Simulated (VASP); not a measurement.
Wanted: the native input for a VASP 6.6.1 run.

* Task: relaxation of cell and atoms
* Functional: PBE
* Potentials or basis: VASP PAW PBE potentials, release 64 (Si, B, Te)
* Cutoff: 600 eV
* k mesh: 6 × 6 × 10
* Occupations: gaussian, width 0.1 eV
* Spin: no spin polarisation
* Dipole correction: no
* Further INCAR settings: ALGO = Normal; EDIFF = 1e-07; IBRION = 2; EDIFFG = -0.01; NSW = 100; ISIF = 3

The structure of Si3BTe2 lies in POSCAR:

```
Si3BTe2
1.0
    6.6411601449      0.0000000000      0.0000000000
   -3.3205800725      5.7514133961      0.0000000000
    0.0000000000      0.0000000000      4.0942619278
Si B Te
3 1 2
Direct
    0.5000000000      0.0000000000      0.5000000000
    0.5000000000      0.5000000000      0.5000000000
    0.0000000000      0.5000000000      0.5000000000
    0.0000000000      0.0000000000      0.0000000000
    0.3333333333      0.6666666667      0.0000000000
    0.6666666667      0.3333333333      0.0000000000
```

The cell was generated, and may not be a known phase.

These files were run (other wordings do the same):

INCAR

```
PREC = Accurate
ENCUT = 600
EDIFF = 1E-7
ISMEAR = 0
SIGMA = 0.1
LREAL = False
LASPH = True
NELM = 60
ALGO = Normal
ISIF = 3
LWAVE = False
LCHARG = False
GGA = PE
IBRION = 2
NSW = 100
EDIFFG = -0.01
```

KPOINTS

```
Automatic mesh
0
Gamma
  6 6 10
```

Potentials or basis: VASP PAW PBE potentials, release 64 (Si, B, Te).

Run with:

```console
$ cat potpaw_PBE.64/Si/POTCAR potpaw_PBE.64/B/POTCAR potpaw_PBE.64/Te/POTCAR > POTCAR
$ mpirun -np 1 vasp_std > vasp.out
```

It gave:

The relaxed volume is 21.66 Å³/atom and the relaxed cell is a = 5.170 Å, b = 5.170 Å, c = 5.614 Å, α = 90.00°, β = 90.00°, γ = 120.00°. The space group after relaxing (to 0.1 Å) is P6/mmm (No. 191). The energy gained by relaxing is 290.7 meV/atom. The ionic steps are 25, the pressure after relaxing is 0.0 GPa and the band gap on the k mesh is zero (an odd number of electrons rules out a gap without spin polarisation).

Caveat: the volume moved by over 15 % at a fixed basis, so the end points are rough; spin-orbit coupling is left out, which moves the levels of the heavy elements; an odd number of electrons without spin polarisation forces a metal; a magnetic or distorted state may lie lower.

Wall time 28 min on 1 thread of AMD EPYC 9R45 96-Core Processor (Zen 5) (shared host), peak memory 0.4 GiB.
